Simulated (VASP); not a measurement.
A run of VASP 6.6.1:

Contents of INCAR:

```
SYSTEM = ZnAg2
  ALGO = Fast
  EDIFF = 1E-6
  ENCUT = 520
  GGA = PE
  ISIF = 2
  ISMEAR = 0
  LASPH = .True.
  LCHARG = .False.
  LREAL = .False.
  LWAVE = .False.
  NBANDS = 24
  NELM = 80
  PREC = Accurate
  SIGMA = 0.1
```

The input KPOINTS:

```
k-points
0
Gamma
  18 18 18
  0 0 0
```

Contents of POSCAR:

```
ZnAg2
1.0
   -1.5616893000      1.5616893000      5.1330818237
    1.5616893000     -1.5616893000      5.1330818237
    1.5616893000      1.5616893000     -5.1330818237
Zn Ag
1 2
Direct
    0.0000000000      0.0000000000      0.0000000000
    0.6572470801      0.6572470801      0.0000000000
    0.3427529199      0.3427529199      0.0000000000
```

Potentials or basis: VASP PAW PBE potentials, release 64 (Zn, Ag).

The run is started by

```bash
$ cat potpaw_PBE.64/Zn/POTCAR potpaw_PBE.64/Ag/POTCAR > POTCAR
$ mpirun -np 1 vasp_std > vasp.out
```

Hardware: 1 thread of Oxide Virtual Turin-like Processor (shared host).

Q: How long does it take, and how much memory?

A: Wall time 30 min on 1 thread of Oxide Virtual Turin-like Processor, with other jobs on the host, peak memory 0.64 GiB. Counts: scf iterations 13, k points 480.
